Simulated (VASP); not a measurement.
# NaI (Fm-3m) in VASP: notebook, part 2 of 2

VASP 6.6.1. The steps go on from the part before.

**5. Single point, PBE**

This run uses another cell than the first one, of 34.78 Å³/atom, 1.099 times its volume.

INCAR reads:

```
SYSTEM = NaI
ALGO     = Normal         ! electronic algorithm
EDIFF    = 1E-6           ! SCF threshold, eV
ENCUT    = 520            ! plane-wave cutoff, eV
GGA      = PE             ! functional
ISIF     = 2              ! what is computed and relaxed
ISMEAR   = 0              ! smearing method
LASPH    = .TRUE.         ! aspherical terms in the spheres
LCHARG   = .FALSE.        ! write CHGCAR
LREAL    = .FALSE.        ! projectors in reciprocal space
LWAVE    = .FALSE.        ! write WAVECAR
NBANDS   = 14             ! bands
NELM     = 100            ! most SCF steps
PREC     = Accurate       ! precision mode
SIGMA    = 0.02           ! smearing width, eV
```

KPOINTS reads:

```
k-points
0
G
  6 6 6
  0 0 0
```

POSCAR reads:

```
NaI
1.0
    0.0000000000      3.2640968633      3.2640968633
    3.2640968633      0.0000000000      3.2640968633
    3.2640968633      3.2640968633      0.0000000000
Na I
1 1
Direct
    0.0000000000      0.0000000000      0.0000000000
    0.5000000000      0.5000000000      0.5000000000
```

Potentials or basis: VASP PAW PBE potentials, release 64 (Na_pv, I).

Launch:

```
> cat potpaw_PBE.64/Na_pv/POTCAR potpaw_PBE.64/I/POTCAR > POTCAR
> mpirun -np 1 vasp_std > vasp.out
```

OUTCAR:

```text
SYSTEM = NaI
   EDIFF = 1E-6
   ENCUT = 520
   GGA = PE
   ISIF = 2
   ISMEAR = 0
   LASPH = .TRUE.
   LREAL = .FALSE.
   NELM = 100
   PREC = Accurate

 ion  position               nearest neighbor table
   1  0.000  0.000  0.000-
   2  0.500  0.500  0.500-

  LATTYP: Found a face centered cubic cell.
 ALAT       =     6.5281937266

  Lattice vectors:

 A1 = (   0.0000000000,   3.2640968633,   3.2640968633)
 A2 = (   3.2640968633,   0.0000000000,   3.2640968633)
 A3 = (   3.2640968633,   3.2640968633,   0.0000000000)

Analysis of symmetry for initial positions (statically):
=====================================================================
 Subroutine PRICEL returns:
 Original cell was already a primitive cell.

 Routine SETGRP: Setting up the symmetry group for a
 face centered cubic supercell.

 Subroutine GETGRP returns: Found 48 space group operations
 (whereof 48 operations were pure point group operations)
 out of a pool of 48 trial point group operations.

The static configuration has the point symmetry O_h .

Analysis of symmetry for dynamics (positions and initial velocities):
=====================================================================
 Subroutine PRICEL returns:
 Original cell was already a primitive cell.

 Routine SETGRP: Setting up the symmetry group for a
 face centered cubic supercell.

 Subroutine GETGRP returns: Found 48 space group operations
 (whereof 48 operations were pure point group operations)
 out of a pool of 48 trial point group operations.

The dynamic configuration has the point symmetry O_h .

 Subroutine INISYM returns: Found 48 space group operations
 (whereof 48 operations are pure point group operations),
 and found     1 'primitive' translations

----------------------------------------------------------------------------------------

                                     Primitive cell

  volume of cell :      69.5535

  direct lattice vectors                    reciprocal lattice vectors
     0.000000000  3.264096863  3.264096863    -0.153181729  0.153181729  0.153181729
     3.264096863  0.000000000  3.264096863     0.153181729 -0.153181729  0.153181729
     3.264096863  3.264096863  0.000000000     0.153181729  0.153181729 -0.153181729

  length of vectors
     4.616130053  4.616130053  4.616130053     0.265318537  0.265318537  0.265318537

  position of ions in fractional coordinates (direct lattice)
     0.000000000  0.000000000  0.000000000
     0.500000000  0.500000000  0.500000000

  ion indices of the primitive-cell ions
   primitive index   ion index
                 1           1
                 2           2

----------------------------------------------------------------------------------------

 KPOINTS: k-points

Automatic generation of k-mesh.
 Grid dimensions read from file:
 generate k-points for:    6    6    6

 Generating k-lattice:

  Cartesian coordinates                     Fractional coordinates (reciprocal lattice)
    -0.025530288  0.025530288  0.025530288     0.166666667  0.000000000  0.000000000
     0.025530288 -0.025530288  0.025530288     0.000000000  0.166666667  0.000000000
     0.025530288  0.025530288 -0.025530288     0.000000000  0.000000000  0.166666667

  Length of vectors
     0.044219756  0.044219756  0.044219756

  Shift w.r.t. Gamma in fractional coordinates (k-lattice)
     0.000000000  0.000000000  0.000000000

 Subroutine IBZKPT returns following result:
 ===========================================

 Found     16 irreducible k-points:

 Following reciprocal coordinates:
            Coordinates               Weight
  0.000000  0.000000  0.000000      1.000000
  0.166667  0.000000  0.000000      8.000000
  0.333333  0.000000  0.000000      8.000000
  0.500000  0.000000  0.000000      4.000000
  0.166667  0.166667  0.000000      6.000000
  0.333333  0.166667  0.000000     24.000000
[... 8 lines left out ...]
 -0.333333  0.333333  0.166667     24.000000
 -0.333333  0.500000  0.166667     12.000000
   k-points           NKPTS =     16   k-points in BZ     NKDIM =     16   number of bands    NBANDS=     14
   number of dos      NEDOS =    301   number of ions     NIONS =      2
   total plane-waves  NPLWV =  46656
   dimension x,y,z NGX =    36 NGY =   36 NGZ =   36
   dimension x,y,z NGXF=    72 NGYF=   72 NGZF=   72
   ions per type =               1   1
   NGX,Y,Z   is equivalent  to a cutoff of  12.97, 12.97, 12.97 a.u.
   NGXF,Y,Z  is equivalent  to a cutoff of  25.93, 25.93, 25.93 a.u.
 SYSTEM =  NaI
   PREC   = accura    normal or accurate (medium, high low for compatibility)
   ISTART =      0    job   : 0-new  1-cont  2-samecut
   ICHARG =      2    charge: 1-file 2-atom 10-const
   ISPIN  =      1    spin polarized calculation?
   LNONCOLLINEAR =      F non collinear calculations
   LSORBIT =      F    spin-orbit coupling
   LASPH  =      T    aspherical Exc in radial PAW
   ENCUT  =  520.0 eV  38.22 Ry    6.18 a.u.   8.58  8.58  8.58*2*pi/ulx,y,z
   NELM   =    100;   NELMIN=  2; NELMDL= -5     # of ELM steps
   EDIFF  = 0.1E-05   stopping-criterion for ELM
   LREAL  =      F    real-space projection
   EDIFFG = 0.1E-04   stopping-criterion for IOM
   NSW    =      0    number of steps for IOM
   IBRION =     -1    ionic relax: 0-MD 1-quasi-New 2-CG
   NFREE  =      0    steps in history (QN), initial steepest desc. (CG)
   ISIF   =      2    stress and relaxation
   ISYM   =      2    0-nonsym 1-usesym 2-fastsym
   POTIM  = 0.5000    time-step for ionic-motion
   TEBEG  =    0.0;   TEEND  =   0.0 temperature during run
   PSTRESS=    0.0 pullay stress
   NELECT =      14.0000    total number of electrons
   NUPDOWN=      -1.0000    fix difference up-down
   EMIN   =  10.00;   EMAX   =-10.00  energy-range for DOS
   EFERMI =   0.00;   METHOD = LEGACY
   ISMEAR =     0;   SIGMA  =   0.02  broadening in eV -4-tet -1-fermi 0-gaus
   EFERMI_NEDOS =   21; number of points for ismear=-14 and -15
   IALGO  =     38    algorithm
   IMIX   =      4    mixing-type and parameters
     AMIX     =   0.40;   BMIX     =  1.00
     AMIX_MAG =   1.60;   BMIX_MAG =  1.00
  volume/ion in A,a.u.               =      34.78       234.69
  Fermi-wavevector in a.u.,A,eV,Ry     =   0.959425  1.813051 12.524119  0.920497
  Thomas-Fermi vector in A             =   2.088620
   LORBIT       =      0    0 simple, 1 ext, 2 COOP (PROOUT), +10 PAW based schemes
   GGA     = PE    functional components
   LHFCALC =     F    Hartree Fock is set to
   AEXX    =    0.0000 exact exchange contribution
   IVDW    =     0    specifies the selected vdW correction
   LEPSILON=     F    determine dielectric tensor
   LRPA    =     F    only Hartree local field effects (RPA)
 non-spin polarized calculation
 Gauss-broadening in eV      SIGMA  =   0.02
  energy-cutoff  :      520.00
  volume of cell :       69.55
 maximum number of plane-waves:      1895
 NGX is ok and might be reduce to    36
   NGX = 17   NGY = 17   NGZ = 17

 number of electron      13.9999993 magnetization

 Free energy of the ion-electron system (eV)
  ---------------------------------------------------
  ext. energy  EPLUGINS =         0.00000000
  ---------------------------------------------------
  free energy    TOTEN  =        -5.38743399 eV

  energy without entropy =       -5.38743399  energy(sigma->0) =       -5.38743399

 E-fermi :   0.7457     XC(G=0):  -7.6023

 val. band max:        0.6320176750   @ k =   0.0000   0.0000   0.0000
 cond. band min:       4.2059668504   @ k =   0.0000   0.0000   0.0000
 fundamental gap:      3.5739491754
 Fermi energy:         0.7456899806

 k-point     1 :       0.0000    0.0000    0.0000
  band No.  band energies     occupation
      1     -21.8394      2.00000
      2     -21.8394      2.00000
      3     -21.8394      2.00000
      4     -10.3217      2.00000
      5       0.6320      2.00000
      6       0.6320      2.00000
      7       0.6320      2.00000
      8       4.2060      0.00000
      9       8.5602      0.00000
     10       8.5602      0.00000
     11       8.5602      0.00000
     12      10.3370      0.00000
     13      10.3370      0.00000
     14      11.0472      0.00000
[... 241 lines left out ...]
      1     -21.8424      2.00000
      2     -21.8414      2.00000
      3     -21.8410      2.00000
      4      -9.9541      2.00000
      5      -0.9623      2.00000
      6      -0.4205      2.00000
      7      -0.2141      2.00000
      8       5.9421      0.00000
      9       7.1383      0.00000
     10       9.1137      0.00000
     11       9.1738      0.00000
     12      12.0908      0.00000
     13      12.9551      0.00000
     14      13.1126      0.00000

------------------------ aborting loop because EDIFF is reached ----------------------------------------

  FORCE on cell =-STRESS in cart. coord.  units (eV):
  Direction    XX          YY          ZZ          XY          YZ          ZX
  --------------------------------------------------------------------------------------
  -------------------------------------------------------------------------------------
  Total        0.0135263      0.0135263      0.0135263     -0.0000000     -0.0000000      0.0000000
  in kB        0.3115795      0.3115795      0.3115795     -0.0000000     -0.0000000      0.0000000
  external PRESSURE =       0.3115795 kB  Pullay stress =       0.0000000 kB

 VOLUME and BASIS-vectors are now :
 -----------------------------------------------------------------------------
  energy-cutoff  :      520.00
  volume of cell :       69.55
      direct lattice vectors                 reciprocal lattice vectors
     0.000000000  3.264096863  3.264096863    -0.153181729  0.153181729  0.153181729
     3.264096863  0.000000000  3.264096863     0.153181729 -0.153181729  0.153181729
     3.264096863  3.264096863  0.000000000     0.153181729  0.153181729 -0.153181729

 POSITION                                       TOTAL-FORCE (eV/Angst)
 -----------------------------------------------------------------------------------
      0.00000      0.00000      0.00000         0.000000     -0.000000     -0.000000
      3.26410      3.26410      3.26410        -0.000000      0.000000      0.000000
 -----------------------------------------------------------------------------------
    total drift:                                0.000000      0.000000      0.000000

  FREE ENERGIE OF THE ION-ELECTRON SYSTEM (eV)
  ---------------------------------------------------
  free  energy   TOTEN  =        -5.3874339907 eV

  energy  without entropy=       -5.3874339907  energy(sigma->0) =       -5.38743399
```

Wall time 9.1 s (1 thread of Intel Xeon Platinum 8488C (Sapphire Rapids), shared host); peak memory 0.2 GiB.

Results:

- Free energy: -5.3874 eV
- Pressure: 0.0 GPa
- Band gap on the k mesh: 3.57 eV, direct

Levels at points of the mesh, in eV from the valence-band top:
| k point | band 4 | band 5 | band 6 | band 7 | band 8 | band 9 | band 10 | band 11 |
| --- | --- | --- | --- | --- | --- | --- | --- | --- |
| (0.00, 0.00, 0.00) | -10.95 | 0.00 | 0.00 | 0.00 | 3.57 | 7.93 | 7.93 | 7.93 |
| (0.50, 0.00, 0.00) | -10.66 | -2.09 | -0.27 | -0.27 | 5.09 | 7.42 | 7.42 | 8.54 |
| (0.50, 0.50, 0.00) | -10.59 | -1.82 | -0.71 | -0.71 | 4.47 | 5.60 | 9.71 | 11.15 |

Caveat: spin-orbit coupling is left out, which moves the levels of the heavy elements.

**6. Single point, PBE**

This run uses another cell than the first one, of 34.78 Å³/atom, 1.099 times its volume.

INCAR reads:

```
PREC     = Accurate       # precision mode
ENCUT    = 520            # plane-wave cutoff, eV
EDIFF    = 1E-6           # SCF threshold, eV
ISMEAR   = 0              # smearing method
SIGMA    = 0.02           # smearing width, eV
LREAL    = False          # projectors in reciprocal space
LASPH    = True           # aspherical terms in the spheres
NELM     = 100            # most SCF steps
ALGO     = Normal         # electronic algorithm
ISIF     = 2              # what is computed and relaxed
LWAVE    = False          # write WAVECAR
LCHARG   = False          # write CHGCAR
GGA      = PE             # functional
NBANDS   = 14             # bands
```

KPOINTS reads:

```
regular mesh
0
Gamma
  6 6 6
```

POSCAR is that of step 5.

Potentials or basis: VASP PAW PBE potentials, release 64 (Na_pv, I).

Launch:

```
> cat potpaw_PBE.64/Na_pv/POTCAR potpaw_PBE.64/I/POTCAR > POTCAR
> mpirun -np 1 vasp_std > vasp.out
```

It took 9.4 s on 1 thread of Intel Xeon Platinum 8488C (Sapphire Rapids), shared host; peak memory 0.21 GiB.

The run converged. Its results:

- Free energy: -5.3874 eV
- Pressure: 0.0 GPa
- Band gap on the k mesh: 3.57 eV, direct

Levels at points of the mesh, in eV from the valence-band top:
```tsv
k point	band 5	band 6	band 7	band 8	band 9	band 10
(0.00, 0.00, 0.00)	0.00	0.00	0.00	3.57	7.93	7.93
(0.50, 0.00, 0.00)	-2.09	-0.27	-0.27	5.09	7.42	7.42
(0.50, 0.50, 0.00)	-1.82	-0.71	-0.71	4.47	5.60	9.71
```

Caveat: spin-orbit coupling is left out, which moves the levels of the heavy elements. Expect the measured gap to be larger: semilocal functionals such as PBE lack the derivative discontinuity.

**7. Overview**

| cell | gap on the mesh (eV) | pressure (GPa) |
| --- | --- | --- |
| a = 4.473 Å, angles 60.0°, 2 atoms | 3.84 | 1.8 |
| a = 4.424 Å, angles 60.0°, 2 atoms | 3.94 | 2.7 |
| a = 4.522 Å, angles 60.0°, 2 atoms | 3.74 | 1.1 |
| a = 4.616 Å, angles 60.0°, 2 atoms | 3.57 | 0.0 |

Alike in all rows: task single point; level PBE; potentials or basis VASP PAW PBE potentials, release 64 (Na_pv, I); no spin polarisation; k mesh 6 × 6 × 6; cutoff (eV) 520; smearing gaussian 0.02 eV.

Caveats: spin-orbit coupling is left out, which moves the levels of the heavy elements.

Absolute energies hang on the potentials; compare differences alone.
